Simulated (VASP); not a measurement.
Here is a VASP 6.6.1 calculation.

POSCAR

```
NaCl
1.0
    0.0000000000      3.0872727782      3.0872727782
    3.0872727782      0.0000000000      3.0872727782
    3.0872727782      3.0872727782      0.0000000000
Na Cl
1 1
Direct
    0.0000000000      0.0000000000      0.0000000000
    0.2500000000      0.2500000000      0.2500000000
```

The input INCAR.step1:

```
  ALGO = Normal
  EDIFF = 1E-5
  ENCUT = 520
  GGA = PE
  ISIF = 2
  ISMEAR = 0
  LASPH = T
  LREAL = F
  LWAVE = T
  NBANDS = 14
  NELM = 60
  PREC = Accurate
  SIGMA = 0.01
```

Contents of INCAR.step2:

```
  AEXX = 0.05
  ALGO = Normal
  EDIFF = 1E-6
  ENCUT = 520
  GGA = PE
  HFSCREEN = 0.1
  ISIF = 2
  ISMEAR = 0
  ISTART = 1
  LASPH = T
  LCHARG = T
  LELF = T
  LHFCALC = T
  LREAL = F
  LVHAR = T
  LWAVE = F
  NBANDS = 14
  NELM = 60
  PREC = Accurate
  PRECFOCK = Normal
  SIGMA = 0.01
```

KPOINTS

```
k-points
0
Gamma
  4 4 4
```

Potentials or basis: VASP PAW PBE potentials, release 64 (Na_pv, Cl).

Run with:

```console
$ cat potpaw_PBE.64/Na_pv/POTCAR potpaw_PBE.64/Cl/POTCAR > POTCAR
$ cp INCAR.step1 INCAR
$ mpirun -np 1 vasp_std > vasp.out
$ cp INCAR.step2 INCAR
$ mpirun -np 1 vasp_std > vasp.out
```

(1) Predict the pressure.

(2) Predict the band gap on the k mesh.

Answers

(1) 0.6 GPa.

(2) 5.27 eV.

Caveat: the k points lie up to 0.44 Å⁻¹ apart; the structure was generated, so it needn't be the stable form of NaCl; the PAW data sets were made with another functional, which shifts forces and pressure a little.
